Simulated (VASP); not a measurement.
# MgO (Fm-3m) in VASP: single point with PBE

Aim: the single point of MgO with PBE.

Program: VASP 6.6.1. These are calculated values, not measurements. Logs are shortened: lines on timing, memory, paths and dates and some standing lists are left out, and cuts for length are marked.

### Step 1. The cell of the first run

Symmetry: Fm-3m, No. 225, cubic system. The conventional cell has a = 4.270 Å, b = 4.270 Å, c = 4.270 Å, α = 90.00°, β = 90.00°, γ = 90.00°. Within 2.8 Å of Mg (site symmetry m-3m) lie 6 O at 2.14 Å. Within 2.8 Å of O (site symmetry m-3m) lie 6 Mg at 2.14 Å.

### Step 2. Single point, PBE

INCAR reads:

```
PREC = Accurate ; ENCUT = 520
EDIFF = 1E-6 ; ISMEAR = 0
SIGMA = 0.05 ; LREAL = False
LASPH = True ; NELM = 80
ALGO = Normal ; ISIF = 2
LWAVE = False ; LCHARG = True
GGA = PE ; LELF = True
LVHAR = True ; NBANDS = 16
```

KPOINTS reads:

```
regular mesh
0
Gamma
  8 8 6
```

POSCAR reads:

```
MgO
1.0
    0.0000000000     -2.1351500000     -2.1351500000
    0.0000000000      2.1351500000     -2.1351500000
    4.2703000000      0.0000000000      0.0000000000
Mg O
2 2
Direct
    0.5000000000      0.5000000000      0.5000000000
    0.0000000000      0.0000000000      0.0000000000
    0.5000000000      0.5000000000      0.0000000000
    0.0000000000      0.0000000000      0.5000000000
```

Potentials or basis: VASP PAW PBE potentials, release 64 (Mg, O).

Started as:

```
> cat potpaw_PBE.64/Mg/POTCAR potpaw_PBE.64/O/POTCAR > POTCAR
> mpirun -np 1 vasp_std > vasp.out
```

OUTCAR:

```text
PREC = Accurate
   ENCUT = 520
   EDIFF = 1E-6
   ISMEAR = 0
   LREAL = False
   LASPH = True
   NELM = 80
   ISIF = 2
   GGA = PE

 ion  position               nearest neighbor table
   1  0.500  0.500  0.500-   3 2.14   4 2.14   3 2.14   4 2.14   4 2.14   4 2.14   2 3.02   2 3.02
                             2 3.02   2 3.02   2 3.02   2 3.02   2 3.02   2 3.02
   2  0.000  0.000  0.000-   3 2.14   4 2.14   4 2.14   3 2.14   3 2.14   3 2.14   1 3.02   1 3.02
                             1 3.02   1 3.02   1 3.02   1 3.02   1 3.02   1 3.02
   3  0.500  0.500  0.000-   1 2.14   2 2.14   1 2.14   2 2.14   2 2.14   2 2.14
   4  0.000  0.000  0.500-   1 2.14   2 2.14   2 2.14   1 2.14   1 2.14   1 2.14

  LATTYP: Found a simple tetragonal cell.
 ALAT       =     3.0195580877
 C/A-ratio  =     1.4142135624

  Lattice vectors:

 A1 = (   0.0000000000,  -2.1351500000,  -2.1351500000)
 A2 = (   0.0000000000,   2.1351500000,  -2.1351500000)
 A3 = (   4.2703000000,   0.0000000000,   0.0000000000)

Analysis of symmetry for initial positions (statically):
=====================================================================
 Subroutine PRICEL returns following result:

  LATTYP: Found a face centered cubic cell.
 ALAT       =     4.2703000000

  Lattice vectors:

 A1 = (  -2.1351500000,   0.0000000000,   2.1351500000)
 A2 = (  -2.1351500000,  -2.1351500000,   0.0000000000)
 A3 = (   0.0000000000,  -2.1351500000,   2.1351500000)

   2 primitive cells build up your supercell.

 Routine SETGRP: Setting up the symmetry group for a
 simple tetragonal supercell.

 Subroutine GETGRP returns: Found 16 space group operations
 (whereof 16 operations were pure point group operations)
 out of a pool of 16 trial point group operations.

The static configuration has the point symmetry D_4h.

Analysis of symmetry for dynamics (positions and initial velocities):
=====================================================================
 Subroutine PRICEL returns following result:

  LATTYP: Found a face centered cubic cell.
 ALAT       =     4.2703000000

  Lattice vectors:

 A1 = (  -2.1351500000,   0.0000000000,   2.1351500000)
 A2 = (  -2.1351500000,  -2.1351500000,   0.0000000000)
 A3 = (   0.0000000000,  -2.1351500000,   2.1351500000)

   2 primitive cells build up your supercell.

 Routine SETGRP: Setting up the symmetry group for a
 simple tetragonal supercell.

 Subroutine GETGRP returns: Found 16 space group operations
 (whereof 16 operations were pure point group operations)
 out of a pool of 16 trial point group operations.

The dynamic configuration has the point symmetry D_4h.

 Subroutine INISYM returns: Found 16 space group operations
 (whereof 16 operations are pure point group operations),
 and found     2 'primitive' translations

----------------------------------------------------------------------------------------

                                     Primitive cell

  volume of cell :      19.4677

  direct lattice vectors                    reciprocal lattice vectors
    -2.135150000  0.000000000  2.135150000    -0.234175585  0.234175585  0.234175585
    -2.135150000 -2.135150000  0.000000000    -0.234175585 -0.234175585 -0.234175585
     0.000000000 -2.135150000  2.135150000     0.234175585 -0.234175585  0.234175585

  length of vectors
     3.019558088  3.019558088  3.019558088     0.405604011  0.405604011  0.405604011

  position of ions in fractional coordinates (direct lattice)
     0.000000000  0.000000000  0.000000000
     0.500000000  0.500000000  0.500000000

  ion indices of the primitive-cell ions
   primitive index   ion index
                 1           1
                 2           3

----------------------------------------------------------------------------------------

 KPOINTS: regular mesh

Automatic generation of k-mesh.
 Grid dimensions read from file:
 generate k-points for:    8    8    6

 Generating k-lattice:

  Cartesian coordinates                     Fractional coordinates (reciprocal lattice)
     0.000000000 -0.029271948 -0.029271948     0.125000000  0.000000000  0.000000000
     0.000000000  0.029271948 -0.029271948     0.000000000  0.125000000  0.000000000
     0.039029264  0.000000000  0.000000000     0.000000000  0.000000000  0.166666667

  Length of vectors
     0.041396786  0.041396786  0.039029264

  Shift w.r.t. Gamma in fractional coordinates (k-lattice)
     0.000000000  0.000000000  0.000000000

 Subroutine IBZKPT returns following result:
 ===========================================

 Found     60 irreducible k-points:

 Following reciprocal coordinates:
            Coordinates               Weight
  0.000000  0.000000  0.000000      1.000000
  0.125000  0.000000  0.000000      4.000000
  0.250000  0.000000  0.000000      4.000000
  0.375000  0.000000  0.000000      4.000000
  0.500000  0.000000  0.000000      2.000000
  0.125000  0.125000  0.000000      4.000000
[... 16 lines left out ...]
  0.375000  0.125000  0.166667     16.000000
  0.500000  0.125000  0.166667      8.000000
 [... further k-points ...]
   k-points           NKPTS =     60   k-points in BZ     NKDIM =     60   number of bands    NBANDS=     16
   number of dos      NEDOS =    301   number of ions     NIONS =      4
   total plane-waves  NPLWV =  18432
   dimension x,y,z NGX =    24 NGY =   24 NGZ =   32
   dimension x,y,z NGXF=    48 NGYF=   48 NGZF=   64
   ions per type =               2   2
   NGX,Y,Z   is equivalent  to a cutoff of  13.21, 13.21, 12.46 a.u.
   NGXF,Y,Z  is equivalent  to a cutoff of  26.43, 26.43, 24.92 a.u.
 SYSTEM =  unknown system
   PREC   = accura    normal or accurate (medium, high low for compatibility)
   ISTART =      0    job   : 0-new  1-cont  2-samecut
   ICHARG =      2    charge: 1-file 2-atom 10-const
   ISPIN  =      1    spin polarized calculation?
   LNONCOLLINEAR =      F non collinear calculations
   LSORBIT =      F    spin-orbit coupling
   LASPH  =      T    aspherical Exc in radial PAW
   ENCUT  =  520.0 eV  38.22 Ry    6.18 a.u.   5.61  5.61  7.94*2*pi/ulx,y,z
   NELM   =     80;   NELMIN=  2; NELMDL= -5     # of ELM steps
   EDIFF  = 0.1E-05   stopping-criterion for ELM
   LREAL  =      F    real-space projection
   EDIFFG = 0.1E-04   stopping-criterion for IOM
   NSW    =      0    number of steps for IOM
   IBRION =     -1    ionic relax: 0-MD 1-quasi-New 2-CG
   NFREE  =      0    steps in history (QN), initial steepest desc. (CG)
   ISIF   =      2    stress and relaxation
   ISYM   =      2    0-nonsym 1-usesym 2-fastsym
   POTIM  = 0.5000    time-step for ionic-motion
   TEBEG  =    0.0;   TEEND  =   0.0 temperature during run
   PSTRESS=    0.0 pullay stress
   NELECT =      16.0000    total number of electrons
   NUPDOWN=      -1.0000    fix difference up-down
   EMIN   =  10.00;   EMAX   =-10.00  energy-range for DOS
   EFERMI =   0.00;   METHOD = LEGACY
   ISMEAR =     0;   SIGMA  =   0.05  broadening in eV -4-tet -1-fermi 0-gaus
   EFERMI_NEDOS =   21; number of points for ismear=-14 and -15
   IALGO  =     38    algorithm
   IMIX   =      4    mixing-type and parameters
     AMIX     =   0.40;   BMIX     =  1.00
     AMIX_MAG =   1.60;   BMIX_MAG =  1.00
  volume/ion in A,a.u.               =       9.73        65.69
  Fermi-wavevector in a.u.,A,eV,Ry     =   1.217119  2.300022 20.155386  1.481379
  Thomas-Fermi vector in A             =   2.352450
   LORBIT       =      0    0 simple, 1 ext, 2 COOP (PROOUT), +10 PAW based schemes
   GGA     = PE    functional components
   LHFCALC =     F    Hartree Fock is set to
   AEXX    =    0.0000 exact exchange contribution
   IVDW    =     0    specifies the selected vdW correction
   LEPSILON=     F    determine dielectric tensor
   LRPA    =     F    only Hartree local field effects (RPA)
 non-spin polarized calculation
 Gauss-broadening in eV      SIGMA  =   0.05
  energy-cutoff  :      520.00
  volume of cell :       38.94
 maximum number of plane-waves:      1088
 NGX is ok and might be reduce to    24
   NGX = 11   NGY = 11   NGZ = 15

 number of electron      15.9999993 magnetization

 Free energy of the ion-electron system (eV)
  ---------------------------------------------------
  ext. energy  EPLUGINS =         0.00000000
  ---------------------------------------------------
  free energy    TOTEN  =       -23.81949263 eV

  energy without entropy =      -23.81949263  energy(sigma->0) =      -23.81949263

 E-fermi :   3.1589     XC(G=0): -10.8852

 val. band max:        2.8850090062   @ k =   0.0000   0.0000   0.0000
 cond. band min:       7.2204772292   @ k =   0.0000   0.0000   0.0000
 fundamental gap:      4.3354682230
 Fermi energy:         3.1589398367

 k-point     1 :       0.0000    0.0000    0.0000
  band No.  band energies     occupation
      1     -14.1726      2.00000
      2     -12.7458      2.00000
      3      -1.0325      2.00000
      4       1.5933      2.00000
      5       1.5933      2.00000
      6       2.8850      2.00000
[... 8 lines left out ...]
     15      18.4502      0.00000
     16      21.2370      0.00000

 k-point     2 :       0.1250    0.0000    0.0000
  band No.  band energies     occupation
      1     -14.0703      2.00000
      2     -12.7344      2.00000
      3      -0.8860      2.00000
      4       1.1602      2.00000
      5       1.6462      2.00000
      6       2.2469      2.00000
[... 8 lines left out ...]
     15      18.7049      0.00000
     16      20.8668      0.00000

 k-point     3 :       0.2500    0.0000    0.0000
  band No.  band energies     occupation
      1     -13.7902      2.00000
      2     -12.7326      2.00000
      3      -0.4615      2.00000
      4       0.2875      2.00000
      5       1.0567      2.00000
      6       1.7966      2.00000
[... 8 lines left out ...]
     15      19.4684      0.00000
     16      20.4432      0.00000

 k-point     4 :       0.3750    0.0000    0.0000
  band No.  band energies     occupation
      1     -13.4122      2.00000
      2     -12.8186      2.00000
      3      -0.3802      2.00000
      4       0.0371      2.00000
      5       0.1916      2.00000
      6       1.7619      2.00000
[... 8 lines left out ...]
     15      19.9927      0.00000
     16      20.3100      0.00000

 k-point     5 :       0.5000    0.0000    0.0000
  band No.  band energies     occupation
      1     -13.0531      2.00000
      2     -13.0531      2.00000
      3      -0.4878      2.00000
      4      -0.4878      2.00000
      5       0.9796      2.00000
      6       0.9796      2.00000
[... 8 lines left out ...]
     15      19.8989      0.00000
     16      19.8989      0.00000

 k-point     6 :       0.1250    0.1250    0.0000
  band No.  band energies     occupation
      1     -13.9725      2.00000
      2     -12.7225      2.00000
      3      -0.7422      2.00000
      4       1.0702      2.00000
      5       1.3857      2.00000
      6       1.8663      2.00000
[... 8 lines left out ...]
     15      18.9047      0.00000
     16      19.6313      0.00000
[... 267 lines left out ...]
 k-point    21 :       0.1250    0.1250    0.1667
  band No.  band energies     occupation
      1     -13.8893      2.00000
      2     -12.8053      2.00000
      3      -0.6998      2.00000
      4       1.1594      2.00000
      5       1.4346      2.00000
      6       1.5347      2.00000
[... 8 lines left out ...]
     15      19.1690      0.00000
     16      19.7413      0.00000

 k-point    22 :       0.2500    0.1250    0.1667
  band No.  band energies     occupation
      1     -13.6348      2.00000
      2     -12.7770      2.00000
      3      -0.5484      2.00000
      4       0.5494      2.00000
      5       0.6239      2.00000
      6       1.6295      2.00000
[... 8 lines left out ...]
     15      19.0657      0.00000
     16      19.3714      0.00000

 k-point    23 :       0.3750    0.1250    0.1667
  band No.  band energies     occupation
      1     -13.2990      2.00000
      2     -12.8177      2.00000
      3      -0.7431      2.00000
      4      -0.3284      2.00000
      5       0.7469      2.00000
      6       1.8499      2.00000
[... 8 lines left out ...]
     15      19.1813      0.00000
     16      19.5487      0.00000

 k-point    24 :       0.5000    0.1250    0.1667
  band No.  band energies     occupation
      1     -12.9952      2.00000
      2     -12.9952      2.00000
      3      -0.7957      2.00000
      4      -0.7957      2.00000
      5       1.3461      2.00000
      6       1.3461      2.00000
[... 8 lines left out ...]
     15      19.4870      0.00000
     16      19.4870      0.00000

 [... further k-points ...]

------------------------ aborting loop because EDIFF is reached ----------------------------------------

  FORCE on cell =-STRESS in cart. coord.  units (eV):
  Direction    XX          YY          ZZ          XY          YZ          ZX
  --------------------------------------------------------------------------------------
  -------------------------------------------------------------------------------------
  Total       -0.5990157     -0.5987742     -0.5987742      0.0000000      0.0000000     -0.0000000
  in kB      -24.6492439    -24.6393083    -24.6393083      0.0000000      0.0000000     -0.0000000
  external PRESSURE =     -24.6426202 kB  Pullay stress =       0.0000000 kB

 VOLUME and BASIS-vectors are now :
 -----------------------------------------------------------------------------
  energy-cutoff  :      520.00
  volume of cell :       38.94
      direct lattice vectors                 reciprocal lattice vectors
     0.000000000 -2.135150000 -2.135150000     0.000000000 -0.234175585 -0.234175585
     0.000000000  2.135150000 -2.135150000     0.000000000  0.234175585 -0.234175585
     4.270300000  0.000000000  0.000000000     0.234175585  0.000000000  0.000000000

 POSITION                                       TOTAL-FORCE (eV/Angst)
 -----------------------------------------------------------------------------------
      2.13515      0.00000     -2.13515         0.000000     -0.000000      0.000000
      0.00000      0.00000      0.00000         0.000000      0.000000     -0.000000
      0.00000      0.00000     -2.13515        -0.000000     -0.000000     -0.000000
      2.13515      0.00000      0.00000         0.000000      0.000000      0.000000
 -----------------------------------------------------------------------------------
    total drift:                               -0.000000     -0.000000      0.000000

  FREE ENERGIE OF THE ION-ELECTRON SYSTEM (eV)
  ---------------------------------------------------
  free  energy   TOTEN  =       -23.8194926291 eV

  energy  without entropy=      -23.8194926291  energy(sigma->0) =      -23.81949263
```

Wall time 13 s (1 thread of Intel Xeon Platinum 8488C (Sapphire Rapids), shared host); peak memory 0.17 GiB.

Results:

```yaml
Free_energy: -23.8195 eV
Pressure: -2.5 GPa
Band_gap_on_the_k_mesh: 4.34 eV
```
